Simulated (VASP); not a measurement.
Here is a VASP 6.6.1 calculation.

Contents of INCAR:

```
PREC = Accurate
ENCUT = 520
EDIFF = 1E-7
ISMEAR = -1
SIGMA = 0.05
LREAL = False
LASPH = True
NELM = 80
ALGO = Normal
ISIF = 2
LWAVE = False
LCHARG = False
GGA = PS
NBANDS = 17
```

KPOINTS

```
Automatic mesh
0
Gamma
  11 11 6
```

Contents of POSCAR:

```
Pt
1.0
    2.7789487024      0.0000000000      0.0000000000
   -1.3894743512      2.4066401720      0.0000000000
    0.0000000000      0.0000000000      4.8238709117
Pt
2
Direct
    0.3333333333      0.6666666667      0.2500000000
    0.6666666667      0.3333333333      0.7500000000
```

Potentials or basis: VASP PAW PBE potentials, release 64 (Pt).

Launch:

```console
$ cat potpaw_PBE.64/Pt/POTCAR > POTCAR
$ mpirun -np 1 vasp_std > vasp.out
```

Task: Estimate the pressure.

Result: -15.2 GPa.

Task: What does it give for the band gap on the k mesh?

Result: Zero (band 10 reaches 10.20 eV, above the bottom of band 11 at 9.06 eV).

Stress tensor (GPa, compression positive):
```
-15.01   0.00   0.00
  0.00 -15.01   0.00
  0.00   0.00 -15.43
```

Caveat: the PAW data sets were made with another functional, which shifts forces and pressure a little; spin-orbit coupling is left out, which moves the levels of the heavy elements.
